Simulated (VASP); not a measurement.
Crystal: SnTe (rocksalt type).

```
Sn Te
1.0
     0.00000    2.89164    2.89164
     2.89164    0.00000    2.89164
     2.89164    2.89164    0.00000
Sn Te
1 1
Cartesian
  0.0000 0.0000 0.0000
  2.8916 2.8916 2.8916
```

- Program: VASP 6.6.1
- Task: relaxation of cell and atoms
- Functional: r2SCAN
- Potentials or basis: VASP PAW PBE potentials, release 64 (Sn_d, Te)
- Cutoff: 600 eV
- k mesh: 13 × 13 × 13
- Occupations: fermi-dirac, width 0.08 eV
- Spin: no spin polarisation

At the start: pressure 23.8 GPa; volume 24.18 Å³/atom.

Q: Where does the relaxation end?

A: Over 6 steps the energy falls by 467.8 meV/atom and the volume is 32.30 Å³/atom (+33.6 %); space group Fm-3m (No. 225, to 0.1 Å) before and after.

The path:
| step | energy change (eV) | largest force (eV/Å) | pressure (GPa) | volume (Å³) |
| --- | --- | --- | --- | --- |
| 1 | 0.0000 | 0.0000 | 23.79 | 48.36 |
| 2 | -0.6603 | 0.0000 | -5.53 | 78.09 |
| 3 | -0.9355 | 0.0000 | 0.03 | 64.55 |
| 4 | -0.9353 | 0.0000 | -0.20 | 64.91 |
| 5 | -0.9355 | 0.0000 | 0.03 | 64.55 |
| 6 | -0.9355 | 0.0000 | -0.01 | 64.59 |

Final structure:
```
CELL_PARAMETERS angstrom
0.00000 3.18461 3.18461
3.18461 0.00000 3.18461
3.18461 3.18461 0.00000
ATOMIC_POSITIONS crystal
Sn 0.00000 0.00000 0.00000
Te 0.50000 0.50000 0.50000
```

Caveat: the volume moved by over 15 % at a fixed basis, so the end points are rough; the PAW data sets were made with another functional, which shifts forces and pressure a little.
